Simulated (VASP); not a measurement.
# MgCd2Se3: single point with PBE

The system is MgCd2Se3.

```
Mg Cd Se
1.0
     4.34172    0.00000    0.00000
    -2.17086    3.76004    0.00000
     0.00000    0.00000   21.17094
Mg Cd Se
2 4 6
Direct
  0.66667 0.33333 0.16911
  0.33333 0.66667 0.32855
  0.66667 0.33333 0.49515
  0.66667 0.33333 0.83538
  0.33333 0.66667 0.66524
  0.33333 0.66667 0.00573
  0.66667 0.33333 0.29194
  0.66667 0.33333 0.62192
  0.66667 0.33333 0.96229
  0.33333 0.66667 0.13277
  0.33333 0.66667 0.45159
  0.33333 0.66667 0.79205
```

```yaml
Program: VASP 6.6.1
Task: single point
Functional: PBE
Potentials_or_basis: VASP PAW PBE potentials, release 64 (Mg, Cd, Se)
Cutoff: 520 eV
k_mesh: 6 × 6 × 1
Occupations: gaussian, width 0.1 eV
Spin: no spin polarisation
Dipole_correction: no
Further_INCAR_settings: ALGO = Normal; EDIFF = 1e-06; NBANDS = 56
```

```yaml
Pressure: 0.2 GPa
Largest_force: 0.032 eV/Å
Band_gap_on_the_k_mesh: 0.91 eV, direct
```

Forces in eV/Å, atoms in the order of the input:
```
Mg   0.000  0.000  0.011
Mg   0.000  0.000 -0.001
Cd   0.000  0.000 -0.007
Cd   0.000  0.000 -0.005
Cd   0.000  0.000 -0.013
Cd   0.000  0.000  0.025
Se   0.000  0.000 -0.010
Se   0.000  0.000  0.009
Se   0.000  0.000 -0.004
Se   0.000  0.000  0.015
Se   0.000  0.000 -0.032
Se   0.000  0.000  0.012
```

Levels at points of the mesh, in eV from the valence-band top:
```tsv
k point	band 41	band 42	band 43	band 44	band 45	band 46	band 47	band 48
(0.00, 0.00, 0.00)	-0.18	-0.18	0.00	0.00	0.91	2.04	2.24	2.34
(0.50, 0.00, 0.00)	-1.10	-1.03	-0.97	-0.71	2.69	2.82	3.27	3.37
```

Wall time 5.9 min on 1 thread of AMD EPYC 7R13 (shared host), peak memory 0.43 GiB.
